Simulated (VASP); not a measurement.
AlN: single point with PBEsol

Crystal: AlN.

```
Al N
1.0
     3.31212   -0.04968    0.00000
    -1.69909    2.89322    0.00000
     0.00000    0.00000    4.18756
Al N
2 2
Direct
  0.33333 0.66667 0.75000
  0.66667 0.33333 0.25000
  0.33333 0.66667 0.25000
  0.66667 0.33333 0.75000
```

- Program: VASP 6.6.1
- Task: single point
- Functional: PBEsol
- Potentials or basis: VASP PAW PBE potentials, release 64 (Al, N)
- Cutoff: 520 eV
- k mesh: 12 × 12 × 6
- Occupations: gaussian, width 0.05 eV
- Spin: no spin polarisation

```
Pressure               : -3.4 GPa
Largest force          : 0.400 eV/Å
Band gap on the k mesh : 3.18 eV
```

Forces in eV/Å, atoms in the order of the input:
```
Al   0.325  0.020  0.000
Al  -0.325 -0.020  0.000
N    0.400  0.020  0.000
N   -0.400 -0.020  0.000
```

Stress tensor (GPa, compression positive):
```
-2.94  4.97  0.00
 4.97 -3.09  0.00
 0.00  0.00 -4.23
```

Levels at points of the mesh, in eV from the valence-band top:
```
           k point  band 6  band 7  band 8  band 9  band 10  band 11
(0.00, 0.00, 0.00)   -1.68   -1.55    0.00    3.18     4.32     7.93
(0.50, 0.00, 0.00)   -4.34   -2.97   -1.53    3.54     6.83     7.03
(0.00, 0.50, 0.00)   -4.33   -2.91   -1.46    3.76     7.02     7.05
(0.50, 0.50, 0.00)   -4.31   -2.86   -1.38    3.99     7.07     7.21
(0.00, 0.00, 0.50)   -2.54   -2.43   -2.43    5.54     5.54     8.10
(0.50, 0.00, 0.50)   -3.39   -1.78   -1.78    4.81     4.81     9.18
(0.00, 0.50, 0.50)   -3.26   -1.76   -1.76    4.95     4.95     9.17
(0.50, 0.50, 0.50)   -3.13   -1.75   -1.75    5.10     5.10     9.16
```

Run time: 120 s on 1 thread of Intel(R) Xeon(R) Platinum 8488C (Sapphire Rapids), on a shared host, peak memory 0.27 GiB.

Caveat: the cell stands under tension; the PAW data sets were made with another functional, which shifts forces and pressure a little. A k mesh can miss the band edges.
